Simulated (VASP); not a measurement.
# HgF2 in VASP: single point with PBE

Aim: the single point of HgF2 with PBE.

All numbers are computed with VASP 6.6.1; they aren't measurements. Logs are shortened: lines on timing, memory, paths and dates and some standing lists are left out, and cuts for length are marked.

## Step 1: The cell of the first run

The cell holds a molecule in a box, 3 atoms: a = 9.000 Å, b = 9.000 Å, c = 12.870 Å, α = 90.00°, β = 90.00°, γ = 90.00°.

## Step 2: Single point, PBE

INCAR

```
SYSTEM = HgF2
ALGO = Normal
EDIFF = 1E-6
ENCUT = 520
GGA = PE
GGA_COMPAT = .FALSE.
ISIF = 2
ISMEAR = 0
LASPH = .TRUE.
LCHARG = .FALSE.
LREAL = .FALSE.
LWAVE = .FALSE.
NBANDS = 24
NELM = 120
NELMDL = -8
PREC = Accurate
SIGMA = 0.01
```

KPOINTS

```
k-points
0
G
  1 1 1
  0 0 0
```

POSCAR

```
HgF2
1.0
    9.0000000000      0.0000000000      0.0000000000
    0.0000000000      9.0000000000      0.0000000000
    0.0000000000      0.0000000000     12.8700000000
Hg F
1 2
Direct
    0.5000000000      0.5000000000      0.5000893600
    0.5000000000      0.5000000000      0.6505283600
    0.5000000000      0.5000000000      0.3496503500
```

Potentials or basis: VASP PAW PBE potentials, release 64 (Hg_sv_GW, F).

The run is started by

```console
cat potpaw_PBE.64/Hg_sv_GW/POTCAR potpaw_PBE.64/F/POTCAR > POTCAR
mpirun -np 1 vasp_gam > vasp.out
```

OUTCAR:

```text
SYSTEM = HgF2
   EDIFF = 1E-6
   ENCUT = 520
   GGA = PE
   ISIF = 2
   ISMEAR = 0
   LASPH = .TRUE.
   LREAL = .FALSE.
   NELM = 120
   NELMDL = -8
   PREC = Accurate

 ion  position               nearest neighbor table
   1  0.500  0.500  0.500-   2 1.94   3 1.94
   2  0.500  0.500  0.651-   1 1.94
   3  0.500  0.500  0.350-   1 1.94

  LATTYP: Found a simple tetragonal cell.
 ALAT       =     9.0000000000
 C/A-ratio  =     1.4300000000

  Lattice vectors:

 A1 = (   9.0000000000,   0.0000000000,   0.0000000000)
 A2 = (   0.0000000000,   9.0000000000,   0.0000000000)
 A3 = (   0.0000000000,   0.0000000000,  12.8700000000)

Analysis of symmetry for initial positions (statically):
=====================================================================
 Subroutine PRICEL returns:
 Original cell was already a primitive cell.

 Routine SETGRP: Setting up the symmetry group for a
 simple tetragonal supercell.

 Subroutine GETGRP returns: Found 16 space group operations
 (whereof  8 operations were pure point group operations)
 out of a pool of 16 trial point group operations.

The static configuration has the point symmetry C_4v.
 The point group associated with its full space group is D_4h.

Analysis of symmetry for dynamics (positions and initial velocities):
=====================================================================
 Subroutine PRICEL returns:
 Original cell was already a primitive cell.

 Routine SETGRP: Setting up the symmetry group for a
 simple tetragonal supercell.

 Subroutine GETGRP returns: Found 16 space group operations
 (whereof  8 operations were pure point group operations)
 out of a pool of 16 trial point group operations.

The dynamic configuration has the point symmetry C_4v.
 The point group associated with its full space group is D_4h.

 Subroutine INISYM returns: Found 16 space group operations
 (whereof  8 operations are pure point group operations),
 and found     1 'primitive' translations

----------------------------------------------------------------------------------------

                                     Primitive cell

  volume of cell :    1042.4700

  direct lattice vectors                    reciprocal lattice vectors
     9.000000000  0.000000000  0.000000000     0.111111111  0.000000000  0.000000000
     0.000000000  9.000000000  0.000000000     0.000000000  0.111111111  0.000000000
     0.000000000  0.000000000 12.870000000     0.000000000  0.000000000  0.077700078

  length of vectors
     9.000000000  9.000000000 12.870000000     0.111111111  0.111111111  0.077700078

  position of ions in fractional coordinates (direct lattice)
     0.500000000  0.500000000  0.500089360
     0.500000000  0.500000000  0.650528360
     0.500000000  0.500000000  0.349650350

  ion indices of the primitive-cell ions
   primitive index   ion index
                 1           1
                 2           2
                 3           3

----------------------------------------------------------------------------------------

 KPOINTS: k-points

Automatic generation of k-mesh.
 Grid dimensions read from file:
 generate k-points for:    1    1    1

 Generating k-lattice:

  Cartesian coordinates                     Fractional coordinates (reciprocal lattice)
     0.111111111  0.000000000  0.000000000     1.000000000  0.000000000  0.000000000
     0.000000000  0.111111111  0.000000000     0.000000000  1.000000000  0.000000000
     0.000000000  0.000000000  0.077700078     0.000000000  0.000000000  1.000000000

  Length of vectors
     0.111111111  0.111111111  0.077700078

  Shift w.r.t. Gamma in fractional coordinates (k-lattice)
     0.000000000  0.000000000  0.000000000

 Subroutine IBZKPT returns following result:
 ===========================================

 Found      1 irreducible k-points:

 Following reciprocal coordinates:
            Coordinates               Weight
  0.000000  0.000000  0.000000      1.000000
   k-points           NKPTS =      1   k-points in BZ     NKDIM =      1   number of bands    NBANDS=     24
   number of dos      NEDOS =    301   number of ions     NIONS =      3
   total plane-waves  NPLWV = 470400
   dimension x,y,z NGX =    70 NGY =   70 NGZ =   96
   dimension x,y,z NGXF=   140 NGYF=  140 NGZF=  192
   ions per type =               1   2
   NGX,Y,Z   is equivalent  to a cutoff of  12.93, 12.93, 12.40 a.u.
   NGXF,Y,Z  is equivalent  to a cutoff of  25.86, 25.86, 24.80 a.u.
 SYSTEM =  HgF2
   PREC   = accura    normal or accurate (medium, high low for compatibility)
   ISTART =      0    job   : 0-new  1-cont  2-samecut
   ICHARG =      2    charge: 1-file 2-atom 10-const
   ISPIN  =      1    spin polarized calculation?
   LNONCOLLINEAR =      F non collinear calculations
   LSORBIT =      F    spin-orbit coupling
   LASPH  =      T    aspherical Exc in radial PAW
   ENCUT  =  520.0 eV  38.22 Ry    6.18 a.u.  16.73 16.73 23.93*2*pi/ulx,y,z
   NELM   =    120;   NELMIN=  2; NELMDL= -8     # of ELM steps
   EDIFF  = 0.1E-05   stopping-criterion for ELM
   LREAL  =      F    real-space projection
   EDIFFG = 0.1E-04   stopping-criterion for IOM
   NSW    =      0    number of steps for IOM
   IBRION =     -1    ionic relax: 0-MD 1-quasi-New 2-CG
   NFREE  =      0    steps in history (QN), initial steepest desc. (CG)
   ISIF   =      2    stress and relaxation
   ISYM   =      2    0-nonsym 1-usesym 2-fastsym
   POTIM  = 0.5000    time-step for ionic-motion
   TEBEG  =    0.0;   TEEND  =   0.0 temperature during run
   PSTRESS=    0.0 pullay stress
   NELECT =      34.0000    total number of electrons
   NUPDOWN=      -1.0000    fix difference up-down
   EMIN   =  10.00;   EMAX   =-10.00  energy-range for DOS
   EFERMI =   0.00;   METHOD = LEGACY
   ISMEAR =     0;   SIGMA  =   0.01  broadening in eV -4-tet -1-fermi 0-gaus
   EFERMI_NEDOS =   21; number of points for ismear=-14 and -15
   IALGO  =     38    algorithm
   IMIX   =      4    mixing-type and parameters
     AMIX     =   0.40;   BMIX     =  1.00
     AMIX_MAG =   1.60;   BMIX_MAG =  1.00
  volume/ion in A,a.u.               =     347.49      2344.98
  Fermi-wavevector in a.u.,A,eV,Ry     =   0.523054  0.988429  3.722358  0.273586
  Thomas-Fermi vector in A             =   1.542152
   LORBIT       =      0    0 simple, 1 ext, 2 COOP (PROOUT), +10 PAW based schemes
   GGA     = PE    functional components
   LHFCALC =     F    Hartree Fock is set to
   AEXX    =    0.0000 exact exchange contribution
   IVDW    =     0    specifies the selected vdW correction
   LEPSILON=     F    determine dielectric tensor
   LRPA    =     F    only Hartree local field effects (RPA)
 non-spin polarized calculation
 Gauss-broadening in eV      SIGMA  =   0.01
  energy-cutoff  :      520.00
  volume of cell :     1042.47
 maximum number of plane-waves:     14010
 NGX is ok and might be reduce to    70
   NGX = 33   NGY = 33   NGZ = 47

 number of electron      34.0000003 magnetization

 Free energy of the ion-electron system (eV)
  ---------------------------------------------------
  ext. energy  EPLUGINS =         0.00000000
  ---------------------------------------------------
  free energy    TOTEN  =        -7.31887037 eV

  energy without entropy =       -7.31887037  energy(sigma->0) =       -7.31887037

 E-fermi :  -7.9421     XC(G=0):  -0.9866

 val. band max:       -8.0740527100   @ k =   0.0000   0.0000   0.0000
 cond. band min:      -3.3899877892   @ k =   0.0000   0.0000   0.0000
 fundamental gap:      4.6840649208
 Fermi energy:        -7.9420787417

 k-point     1 :       0.0000    0.0000    0.0000
  band No.  band energies     occupation
      1    -120.4574      2.00000
      2     -69.0118      2.00000
      3     -68.7141      2.00000
      4     -68.7141      2.00000
      5     -28.2475      2.00000
      6     -27.8933      2.00000
[... 16 lines left out ...]
     23       1.0160      0.00000
     24       1.3784      0.00000

------------------------ aborting loop because EDIFF is reached ----------------------------------------

  FORCE on cell =-STRESS in cart. coord.  units (eV):
  Direction    XX          YY          ZZ          XY          YZ          ZX
  --------------------------------------------------------------------------------------
  -------------------------------------------------------------------------------------
  Total       -0.2075587     -0.2075587      0.2256504      0.0000000      0.0000000      0.0000000
  in kB       -0.3189979     -0.3189979      0.3468032      0.0000000      0.0000000      0.0000000
  external PRESSURE =      -0.0970642 kB  Pullay stress =       0.0000000 kB

 VOLUME and BASIS-vectors are now :
 -----------------------------------------------------------------------------
  energy-cutoff  :      520.00
  volume of cell :     1042.47
      direct lattice vectors                 reciprocal lattice vectors
     9.000000000  0.000000000  0.000000000     0.111111111  0.000000000  0.000000000
     0.000000000  9.000000000  0.000000000     0.000000000  0.111111111  0.000000000
     0.000000000  0.000000000 12.870000000     0.000000000  0.000000000  0.077700078

 POSITION                                       TOTAL-FORCE (eV/Angst)
 -----------------------------------------------------------------------------------
      4.50000      4.50000      6.43615         0.000000      0.000000      0.000000
      4.50000      4.50000      8.37230         0.000000     -0.000000      0.120147
      4.50000      4.50000      4.50000         0.000000     -0.000000     -0.120147
 -----------------------------------------------------------------------------------
    total drift:                                0.000000      0.000000      0.000190

  FREE ENERGIE OF THE ION-ELECTRON SYSTEM (eV)
  ---------------------------------------------------
  free  energy   TOTEN  =        -7.3188703710 eV

  energy  without entropy=       -7.3188703710  energy(sigma->0) =       -7.31887037
```

Wall time 57 s (1 thread of Intel Xeon 6975P-C (Granite Rapids), shared host); peak memory 0.86 GiB.

Results:

```yaml
Free_energy: -7.3189 eV
Largest_force: 0.120 eV/Å
Gap_between_the_frontier_levels: 4.68 eV
```

Forces in eV/Å, atoms in the order of the input:
```
Hg   0.000  0.000  0.000
F    0.000  0.000  0.120
F    0.000  0.000 -0.120
```

Caveat: spin-orbit coupling is left out, which moves the levels of the heavy elements.
